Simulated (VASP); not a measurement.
Set up this calculation in VASP 6.6.1, as the native input.

- Task: relaxation of cell and atoms
- Functional: revPBE
- Potentials or basis: VASP PAW PBE potentials, release 64 (Ga_d, N)
- Cutoff: 600 eV
- k mesh: 9 × 9 × 9
- Occupations: gaussian, width 0.01 eV
- Spin: no spin polarisation
- Target pressure: 20 GPa
- Dipole correction: no
- Further INCAR settings: ALGO = Normal; EDIFF = 1e-07; IBRION = 2; EDIFFG = -0.001; NSW = 80; ISIF = 3

The structure of GaN lies in POSCAR:

```
GaN
1.0
    0.0000000000      2.2535006100      2.2535006100
    2.2535006100      0.0000000000      2.2535006100
    2.2535006100      2.2535006100      0.0000000000
Ga N
1 1
Direct
    0.0000000000      0.0000000000      0.0000000000
    0.7500000000      0.7500000000      0.7500000000
```

The input as run:

INCAR

```
ALGO = Normal
EDIFF = 1E-7
EDIFFG = -0.001
ENCUT = 600
GGA = RE
IBRION = 2
ISIF = 3
ISMEAR = 0
LASPH = T
LCHARG = F
LREAL = F
LWAVE = F
NELM = 80
NSW = 80
PREC = Accurate
PSTRESS = 200.0
SIGMA = 0.01
```

KPOINTS

```
k-points
0
Gamma
  9 9 9
```

Potentials or basis: VASP PAW PBE potentials, release 64 (Ga_d, N).

Launch:

```sh
$ cat potpaw_PBE.64/Ga_d/POTCAR potpaw_PBE.64/N/POTCAR > POTCAR
$ mpirun -np 1 vasp_std > vasp.out
```

Results of the run:

| Quantity | Value |
| --- | --- |
| Relaxed volume | 10.83 Å³/atom |
| Relaxed cell | a = 3.128 Å, b = 3.128 Å, c = 3.128 Å, α = 60.00°, β = 60.00°, γ = 60.00° |
| Space group after relaxing (to 0.05 Å) | F-43m (No. 216) |
| Energy change on relaxing (the enthalpy is what falls) | +52.5 meV/atom |
| Ionic steps | 6 |
| Pressure after relaxing | 20.0 GPa |
| Band gap on the k mesh | 2.12 eV, direct |

Caveat: the cell is relaxed towards a set pressure, so the enthalpy falls and the energy may rise; the PAW data sets were made with another functional, which shifts forces and pressure a little.

Run time: 56 s on 1 thread of Intel Xeon 6975P-C, on a shared host, peak memory 0.17 GiB.
